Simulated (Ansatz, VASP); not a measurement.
## H in VASP and in Ansatz

INCAR

```
ALGO = Normal ; EDIFF = 1E-7
EDIFFG = -0.008 ; ENCUT = 520
GGA = PE ; IBRION = 2
ISIF = 2 ; ISMEAR = 0
LASPH = True ; LCHARG = False
LREAL = False ; LWAVE = False
NELM = 80 ; NSW = 60
PREC = Accurate ; SIGMA = 0.02
```

File KPOINTS:

```
k-points
0
Gamma
  6 6 6
```

POSCAR

```
H
1.0
    3.7097913310      0.0000000000      0.0000000000
    0.0000000000      3.7097913310      0.0000000000
    0.0000000000      0.0000000000      4.8454503476
H
4
Direct
    0.0000000000      0.0000000000      0.9210366424
    0.0000000000      0.0000000000      0.0789633576
    0.5000000000      0.5000000000      0.4210366424
    0.5000000000      0.5000000000      0.5789633576
```

Input for Ansatz:

```yaml
crystal:
  lattice:
    - [3.709791331, 0.0, 0.0]
    - [0.0, 3.709791331, 0.0]
    - [0.0, 0.0, 4.8454503476]
  atoms:
    - { symbol: H, position: [0.0, 0.0, 0.9210366424] }
    - { symbol: H, position: [0.0, 0.0, 0.0789633576] }
    - { symbol: H, position: [0.5, 0.5, 0.4210366424] }
    - { symbol: H, position: [0.5, 0.5, 0.5789633576] }
basis:
  ecutwfc: 420
kpoints:
  mp_grid: { grid: [6, 6, 6] }
hamiltonian:
  xc: pbe
scf:
  occupations: { method: gaussian, width: 0.02 }
output:
  forces: true
  stress: true
  eigenvalues: true
relax:
  adjacent_minimum: "off"
  f_tol: 0.008
  max_steps: 40
```

Change from the starting cell: strain along c alone, the other axes held, atoms relaxed: +6.0 %.

Alike in both runs: task relaxation of the atoms; functional PBE; k mesh 6 × 6 × 6; occupations gaussian, width 0.02 eV; no spin polarisation.

|  | VASP | Ansatz |
| --- | --- | --- |
| version | VASP 6.6.1 | Ansatz 0.2.0 |
| potentials or method | VASP PAW PBE potentials, release 64 (H), cutoff 520 eV | scalar-relativistic, plane waves, PAW |
| valence electrons in the cell | 4 | 4 |

|  | VASP | Ansatz | Ansatz less VASP |
| --- | --- | --- | --- |
| gap on the k mesh at the Fermi level, each at its own relaxed structure (eV) | 9.40 | 9.40 | -0.004 |

Ansatz's warnings: stress scf threshold loose.
